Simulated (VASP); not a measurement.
FeO (Wuestite):

```
Fe O
1.0
     0.00000    2.15540    2.15540
     2.15540    0.00000    2.15540
     2.15540    2.15540    0.00000
Fe O
1 1
Direct
  0.00000 0.00000 0.00000
  0.50000 0.50000 0.50000
```

| Property | Result |
| --- | --- |
| Program | VASP 6.6.1 |
| Task | relaxation of cell and atoms |
| Functional | PBEsol |
| Potentials or basis | VASP PAW PBE potentials, release 64 (Fe, O) |
| Cutoff | 600 eV |
| k mesh | 11 × 11 × 11 |
| Occupations | fermi-dirac, width 0.05 eV |
| Spin | collinear spin, ferromagnetic start |
| Starting moments | [3.0, 0.0] μB |

At the start: pressure -8.5 GPa; volume 10.01 Å³/atom.

Problem. Where does the relaxation end?

Solution. Over 3 steps the energy falls by 11.9 meV/atom and the volume is 9.58 Å³/atom (-4.3 %); space group Fm-3m (No. 225, to 0.05 Å); moment 4.00 μB per cell.

The path:
| step | energy change (eV) | largest force (eV/Å) | pressure (GPa) | volume (Å³) |
| --- | --- | --- | --- | --- |
| 1 | 0.0000 | 0.0000 | -8.50 | 20.03 |
| 2 | -0.0094 | 0.0000 | 7.48 | 18.53 |
| 3 | -0.0238 | 0.0000 | -0.07 | 19.16 |

Final structure:
```yaml
crystal:
  lattice:
    - [0.00000, 2.12395, 2.12395]
    - [2.12395, 0.00000, 2.12395]
    - [2.12395, 2.12395, 0.00000]
  atoms:
    - { symbol: Fe, position: [0.00000, 0.00000, 0.00000] }
    - { symbol: O, position: [0.50000, 0.50000, 0.50000] }
```

Caveat: the PAW data sets were made with another functional, which shifts forces and pressure a little; a cell with one magnetic atom can't hold antiferromagnetic order, which such compounds often take.
